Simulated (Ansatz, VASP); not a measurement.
One calculation of Si2W, two programs

```xyz
3
Lattice="-1.5196 1.5196 4.4410 1.5196 -1.5196 4.4410 1.5196 1.5196 -4.4410" Properties=species:S:1:pos:R:3 pbc="T T T"
Si    0.0000    0.0000    2.9717
Si    0.0000    0.0000    5.9104
W     0.0000    0.0000    0.0000
```

Alike in both runs: task single point; functional PBE; k mesh 18 × 18 × 18; occupations gaussian, width 0.15 eV; no spin polarisation.

```csv
,VASP,Ansatz
version,VASP 6.6.1,Ansatz 0.2.0
potentials or method,"VASP PAW PBE potentials, release 64 (Si, W_sv), cutoff 520 eV","scalar-relativistic, plane waves, PAW"
valence electrons in the cell,22,22
```

Ansatz gave:

- gap on the k mesh at the Fermi level (eV): none
- pressure (GPa): 3.3
- traceless stress, the component that is largest in VASP (GPa): -32.02
- rms of the force components (eV/Å): 0.107

Question: Estimate VASP's values.

Answer: gap on the k mesh at the Fermi level (eV): none; pressure (GPa): 3.4; traceless stress, the component that is largest in VASP (GPa): -32.07; rms of the force components (eV/Å): 0.103.

Atom by atom the forces differ by 0.004 eV/Å (rms over components). A gap of «none» marks a metal or a gap that the smearing closes.

Spin-orbit coupling is off throughout.
